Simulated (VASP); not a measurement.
Sb, 1 atom in the cell. Symmetry: Pm-3m, No. 221, cubic system. Conventional cell: a = 3.160 Å, b = 3.160 Å, c = 3.160 Å, α = 90.00°, β = 90.00°, γ = 90.00°. Sb (site symmetry m-3m) has 6 Sb at 3.16 Å within 4.2 Å. 

| Property | Result |
| --- | --- |
| Program | VASP 6.6.1 |
| Task | single point |
| Functional | r2SCAN |
| Potentials or basis | VASP PAW PBE potentials, release 64 (Sb) |
| Cutoff | 550 eV |
| k mesh | 6 × 6 × 6 |
| Occupations | gaussian, width 0.1 eV |
| Spin | no spin polarisation |
| Dipole correction | no |
| Further INCAR settings | ALGO = Normal; EDIFF = 1e-06; NBANDS = 8 |

Potentials or basis: VASP PAW PBE potentials, release 64 (Sb).

The run is started by

```bash
$ cat potpaw_PBE.64/Sb/POTCAR > POTCAR
$ cp INCAR.step1 INCAR
$ mpirun -np 1 vasp_std > vasp.out
$ cp INCAR.step2 INCAR
$ mpirun -np 1 vasp_std > vasp.out
```

Hardware: 1 thread of Intel Xeon 8259CL, with other jobs on the host.

Estimate the wall time of this run.

Run time: 25 s on 1 thread of Intel Xeon 8259CL, on a shared host, peak memory 0.14 GiB. Counts: k points 20.
